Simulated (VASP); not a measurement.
# Tl (Pm-3m) in VASP: further runs

The runs below take Tl through relaxation of cell and atoms, single point, with LDA.

Everything below comes from runs of VASP 6.6.1. Logs are shortened: lines on timing, memory, paths and dates and some standing lists are left out, and cuts for length are marked.

## (1) The cell of the first run

The structure is cubic, space group Pm-3m (No. 221). The conventional cell has a = 3.117 Å, b = 3.117 Å, c = 3.117 Å, α = 90.00°, β = 90.00°, γ = 90.00°. Within 4.1 Å of Tl (site symmetry m-3m) lie 6 Tl at 3.12 Å.

## (2) Relaxation of cell and atoms, LDA

The input, INCAR:

```
PREC = Accurate ; ENCUT = 600
EDIFF = 1E-6 ; ISMEAR = -1
SIGMA = 0.1 ; LREAL = F
LASPH = T ; NELM = 100
ALGO = Normal ; ISIF = 3
LWAVE = F ; LCHARG = F
GGA = CA ; IBRION = 2
NSW = 80 ; EDIFFG = -0.01
```

The input, KPOINTS:

```
regular mesh
0
Gamma
  10 10 10
```

The input, POSCAR:

```
Tl
1.0
    3.1168762379      0.0000000000      0.0000000000
    0.0000000000      3.1168762379      0.0000000000
    0.0000000000      0.0000000000      3.1168762379
Tl
1
Direct
    0.0000000000      0.0000000000      0.0000000000
```

Potentials or basis: VASP PAW LDA potentials, release 64 (Tl_d).

On the command line:

```
$ cat potpaw_LDA.64/Tl_d/POTCAR > POTCAR
$ mpirun -np 1 vasp_std > vasp.out
```

OUTCAR:

```text
PREC = Accurate
   ENCUT = 600
   EDIFF = 1E-6
   ISMEAR = -1
   LREAL = F
   LASPH = T
   NELM = 100
   ISIF = 3
   GGA = CA
   IBRION = 2
   NSW = 80
   EDIFFG = -0.01

 ion  position               nearest neighbor table
   1  0.000  0.000  0.000-

  LATTYP: Found a simple cubic cell.
 ALAT       =     3.1168762379

  Lattice vectors:

 A1 = (   3.1168762379,   0.0000000000,   0.0000000000)
 A2 = (   0.0000000000,   3.1168762379,   0.0000000000)
 A3 = (   0.0000000000,   0.0000000000,   3.1168762379)

Analysis of symmetry for initial positions (statically):
=====================================================================
 Subroutine PRICEL returns:
 Original cell was already a primitive cell.

 Routine SETGRP: Setting up the symmetry group for a
 simple cubic supercell.

 Subroutine GETGRP returns: Found 48 space group operations
 (whereof 48 operations were pure point group operations)
 out of a pool of 48 trial point group operations.

The static configuration has the point symmetry O_h .

Analysis of symmetry for dynamics (positions and initial velocities):
=====================================================================
 Subroutine PRICEL returns:
 Original cell was already a primitive cell.

 Routine SETGRP: Setting up the symmetry group for a
 simple cubic supercell.

 Subroutine GETGRP returns: Found 48 space group operations
 (whereof 48 operations were pure point group operations)
 out of a pool of 48 trial point group operations.

The dynamic configuration has the point symmetry O_h .

 Subroutine INISYM returns: Found 48 space group operations
 (whereof 48 operations are pure point group operations),
 and found     1 'primitive' translations

----------------------------------------------------------------------------------------

                                     Primitive cell

  volume of cell :      30.2802

  direct lattice vectors                    reciprocal lattice vectors
     3.116876238  0.000000000  0.000000000     0.320834041  0.000000000  0.000000000
     0.000000000  3.116876238  0.000000000     0.000000000  0.320834041  0.000000000
     0.000000000  0.000000000  3.116876238     0.000000000  0.000000000  0.320834041

  length of vectors
     3.116876238  3.116876238  3.116876238     0.320834041  0.320834041  0.320834041

  position of ions in fractional coordinates (direct lattice)
     0.000000000  0.000000000  0.000000000

  ion indices of the primitive-cell ions
   primitive index   ion index
                 1           1

----------------------------------------------------------------------------------------

 KPOINTS: regular mesh

Automatic generation of k-mesh.
 Grid dimensions read from file:
 generate k-points for:   10   10   10

 Generating k-lattice:

  Cartesian coordinates                     Fractional coordinates (reciprocal lattice)
     0.032083404  0.000000000  0.000000000     0.100000000  0.000000000  0.000000000
     0.000000000  0.032083404  0.000000000     0.000000000  0.100000000  0.000000000
     0.000000000  0.000000000  0.032083404     0.000000000  0.000000000  0.100000000

  Length of vectors
     0.032083404  0.032083404  0.032083404

  Shift w.r.t. Gamma in fractional coordinates (k-lattice)
     0.000000000  0.000000000  0.000000000

 Subroutine IBZKPT returns following result:
 ===========================================

 Found     56 irreducible k-points:

 Following reciprocal coordinates:
            Coordinates               Weight
  0.000000  0.000000  0.000000      1.000000
  0.100000  0.000000  0.000000      6.000000
  0.200000  0.000000  0.000000      6.000000
  0.300000  0.000000  0.000000      6.000000
  0.400000  0.000000  0.000000      6.000000
  0.500000  0.000000  0.000000      3.000000
[... 16 lines left out ...]
  0.200000  0.100000  0.100000     24.000000
  0.300000  0.100000  0.100000     24.000000
 [... further k-points ...]
   k-points           NKPTS =     56   k-points in BZ     NKDIM =     56   number of bands    NBANDS=     10
   number of dos      NEDOS =    301   number of ions     NIONS =      1
   total plane-waves  NPLWV =  21952
   dimension x,y,z NGX =    28 NGY =   28 NGZ =   28
   dimension x,y,z NGXF=    56 NGYF=   56 NGZF=   56
   ions per type =               1
   NGX,Y,Z   is equivalent  to a cutoff of  14.93, 14.93, 14.93 a.u.
   NGXF,Y,Z  is equivalent  to a cutoff of  29.87, 29.87, 29.87 a.u.
 SYSTEM =  unknown system
   PREC   = accura    normal or accurate (medium, high low for compatibility)
   ISTART =      0    job   : 0-new  1-cont  2-samecut
   ICHARG =      2    charge: 1-file 2-atom 10-const
   ISPIN  =      1    spin polarized calculation?
   LNONCOLLINEAR =      F non collinear calculations
   LSORBIT =      F    spin-orbit coupling
   LASPH  =      T    aspherical Exc in radial PAW
   ENCUT  =  600.0 eV  44.10 Ry    6.64 a.u.   6.23  6.23  6.23*2*pi/ulx,y,z
   NELM   =    100;   NELMIN=  2; NELMDL= -5     # of ELM steps
   EDIFF  = 0.1E-05   stopping-criterion for ELM
   LREAL  =      F    real-space projection
   EDIFFG = -.1E-01   stopping-criterion for IOM
   NSW    =     80    number of steps for IOM
   IBRION =      2    ionic relax: 0-MD 1-quasi-New 2-CG
   NFREE  =      1    steps in history (QN), initial steepest desc. (CG)
   ISIF   =      3    stress and relaxation
   ISYM   =      2    0-nonsym 1-usesym 2-fastsym
   POTIM  = 0.5000    time-step for ionic-motion
   TEBEG  =    0.0;   TEEND  =   0.0 temperature during run
   PSTRESS=    0.0 pullay stress
   NELECT =      13.0000    total number of electrons
   NUPDOWN=      -1.0000    fix difference up-down
   EMIN   =  10.00;   EMAX   =-10.00  energy-range for DOS
   EFERMI =   0.00;   METHOD = LEGACY
   ISMEAR =    -1;   SIGMA  =   0.10  broadening in eV -4-tet -1-fermi 0-gaus
   EFERMI_NEDOS =   21; number of points for ismear=-14 and -15
   IALGO  =     38    algorithm
   IMIX   =      4    mixing-type and parameters
     AMIX     =   0.40;   BMIX     =  1.00
     AMIX_MAG =   1.60;   BMIX_MAG =  1.00
  volume/ion in A,a.u.               =      30.28       204.34
  Fermi-wavevector in a.u.,A,eV,Ry     =   1.235008  2.333826 20.752210  1.525244
  Thomas-Fermi vector in A             =   2.369675
   LORBIT       =      0    0 simple, 1 ext, 2 COOP (PROOUT), +10 PAW based schemes
   GGA     = CA    functional components
   LHFCALC =     F    Hartree Fock is set to
   AEXX    =    0.0000 exact exchange contribution
   IVDW    =     0    specifies the selected vdW correction
   LEPSILON=     F    determine dielectric tensor
   LRPA    =     F    only Hartree local field effects (RPA)
 conjugate gradient relaxation of ions
 non-spin polarized calculation
  energy-cutoff  :      600.00
  volume of cell :       30.28
 maximum number of plane-waves:      1064
 NGX is ok and might be reduce to    28
   NGX = 13   NGY = 13   NGZ = 13

--------------------------------------- Ionic step        1  -------------------------------------------

 number of electron      12.9999999 magnetization

 Free energy of the ion-electron system (eV)
  ---------------------------------------------------
  ext. energy  EPLUGINS =         0.00000000
  ---------------------------------------------------
  free energy    TOTEN  =        -2.81264887 eV

  energy without entropy =       -2.79452157  energy(sigma->0) =       -2.80358522

------------------------ aborting loop because EDIFF is reached ----------------------------------------

  FORCE on cell =-STRESS in cart. coord.  units (eV):
  Direction    XX          YY          ZZ          XY          YZ          ZX
  --------------------------------------------------------------------------------------
  -------------------------------------------------------------------------------------
  Total       -0.1788676     -0.1788676     -0.1788676      0.0000000     -0.0000000     -0.0000000
  in kB       -9.4641951     -9.4641951     -9.4641951      0.0000000     -0.0000000     -0.0000000
  external PRESSURE =      -9.4641951 kB  Pullay stress =       0.0000000 kB
[... 55 lines left out ...]
  energy  without entropy=       -2.7975694223  energy(sigma->0) =       -2.80638034

--------------------------------------- Ionic step        3  -------------------------------------------

 number of electron      12.9999998 magnetization

 Free energy of the ion-electron system (eV)
  ---------------------------------------------------
  ext. energy  EPLUGINS =         0.00000000
  ---------------------------------------------------
  free energy    TOTEN  =        -2.81520989 eV

  energy without entropy =       -2.79764047  energy(sigma->0) =       -2.80642518

 E-fermi :   6.0897     XC(G=0): -10.2692

 val. band max:        6.0739717627   @ k =   0.4000   0.3000   0.2000
 cond. band min:       6.1272729446   @ k =   0.5000   0.5000   0.5000
 fundamental gap:      0.0533011819
 Fermi energy:         6.0897427871

 k-point     1 :       0.0000    0.0000    0.0000
  band No.  band energies     occupation
      1      -6.3829      2.00000
      2      -6.3829      2.00000
      3      -5.1086      2.00000
      4      -5.1086      2.00000
      5      -5.1086      2.00000
      6      -4.1701      2.00000
      7      13.1602      0.00000
      8      13.1602      0.00000
      9      13.1602      0.00000
     10      16.4939      0.00000
[... 287 lines left out ...]
 k-point    24 :       0.3000    0.1000    0.1000
  band No.  band energies     occupation
      1      -6.2023      2.00000
      2      -5.8331      2.00000
      3      -5.4165      2.00000
      4      -5.3952      2.00000
      5      -5.1599      2.00000
      6      -2.1979      2.00000
      7       6.4960      0.03382
      8      13.0762      0.00000
      9      13.3755      0.00000
     10      18.8957      0.00000

 [... further k-points ...]

------------------------ aborting loop because EDIFF is reached ----------------------------------------

  FORCE on cell =-STRESS in cart. coord.  units (eV):
  Direction    XX          YY          ZZ          XY          YZ          ZX
  --------------------------------------------------------------------------------------
  -------------------------------------------------------------------------------------
  Total        0.0021413      0.0021413      0.0021413     -0.0000000      0.0000000      0.0000000
  in kB        0.1165591      0.1165591      0.1165591     -0.0000000      0.0000000      0.0000000
  external PRESSURE =       0.1165591 kB  Pullay stress =       0.0000000 kB
[... 16 lines left out ...]
  FREE ENERGIE OF THE ION-ELECTRON SYSTEM (eV)
  ---------------------------------------------------
  free  energy   TOTEN  =        -2.8152098930 eV

  energy  without entropy=       -2.7976404674  energy(sigma->0) =       -2.80642518

 reached required accuracy - stopping structural energy minimisation
```

Run time: 20 s. Hardware: 1 thread of Intel Xeon Platinum 8488C (Sapphire Rapids), shared host; peak memory 0.16 GiB.

What came out:

```
Free energy                            : -2.8152 eV
Relaxed volume                         : 29.43 Å³/atom
Relaxed cell                           : a = 3.088 Å, b = 3.088 Å, c = 3.088 Å, α = 90.00°, β = 90.00°, γ = 90.00°
Space group after relaxing (to 0.05 Å) : Pm-3m (No. 221)
Energy gained by relaxing              : 2.6 meV/atom
Ionic steps                            : 3
Pressure after relaxing                : 0.0 GPa
```

Step by step:
| step | energy change (eV) | largest force (eV/Å) | pressure (GPa) | volume (Å³) |
| --- | --- | --- | --- | --- |
| 1 | 0.0000 | 0.0000 | -0.95 | 30.28 |
| 2 | -0.0025 | 0.0000 | -0.08 | 29.50 |
| 3 | -0.0026 | 0.0000 | 0.01 | 29.43 |

Final structure:
```yaml
crystal:
  lattice:
    - [3.08755, 0.00000, 0.00000]
    - [0.00000, 3.08755, 0.00000]
    - [0.00000, 0.00000, 3.08755]
  atoms:
    - { symbol: Tl, position: [0.00000, 0.00000, 0.00000] }
```

Levels at points of the mesh, in eV from the Fermi level:
| k point | band 2 | band 3 | band 4 | band 5 | band 6 | band 7 | band 8 | band 9 | band 10 |
| --- | --- | --- | --- | --- | --- | --- | --- | --- | --- |
| (0.00, 0.00, 0.00) | -12.47 | -11.20 | -11.20 | -11.20 | -10.26 | 7.07 | 7.07 | 7.07 | 10.40 |
| (0.50, 0.00, 0.00) | -11.84 | -11.57 | -11.57 | -11.17 | -6.51 | -3.40 | 10.18 | 10.18 | 11.95 |
| (0.50, 0.50, 0.00) | -12.08 | -11.52 | -11.52 | -10.83 | -3.33 | -0.70 | -0.70 | 4.79 | 14.04 |
| (0.50, 0.50, 0.50) | -12.05 | -12.05 | -10.80 | -10.80 | 0.04 | 1.99 | 1.99 | 1.99 | 7.08 |

Caveat: spin-orbit coupling is left out, which moves the levels of the heavy elements.

## (3) Single point, LDA, non-collinear spin, zero start, spin-orbit coupling

This run uses another cell than the first one, of 29.34 Å³/atom, 0.969 times its volume.

The input, INCAR:

```
SYSTEM = Tl
PREC = Accurate ; ENCUT = 520
EDIFF = 1E-6 ; ISMEAR = -1
SIGMA = 0.1 ; LREAL = .FALSE.
LASPH = .TRUE. ; NELM = 150
ALGO = Normal ; ISIF = 2
LWAVE = .FALSE. ; LCHARG = .FALSE.
MAGMOM = 0 0 0 ; LORBIT = 11
LSORBIT = .TRUE. ; GGA_COMPAT = .FALSE.
LORBMOM = .TRUE. ; NBANDS = 24
```

The input, KPOINTS:

```
regular mesh
0
G
  10 10 10
  0 0 0
```

The input, POSCAR:

```
Tl
1.0
    3.0842140762      0.0000000000      0.0000000000
    0.0000000000      3.0842140762      0.0000000000
    0.0000000000      0.0000000000      3.0842140762
Tl
1
Direct
    0.0000000000      0.0000000000      0.0000000000
```

Potentials or basis: VASP PAW LDA potentials, release 64 (Tl_d).

On the command line:

```
$ cat potpaw_LDA.64/Tl_d/POTCAR > POTCAR
$ mpirun -np 1 vasp_ncl > vasp.out
```

It took 22 s on 1 thread of Intel Xeon Platinum 8488C (Sapphire Rapids), shared host; peak memory 0.2 GiB.

Results (log left out):

```yaml
Free_energy: -3.1397 eV
Pressure: -0.4 GPa
Net_moment: 0.00 μB per cell
Valence_electrons_inside_the_program's_atomic_spheres: Tl 11.27
```

Moments on the atoms (μB; x, y, z):
```
Tl  0.00 0.00 0.00
```
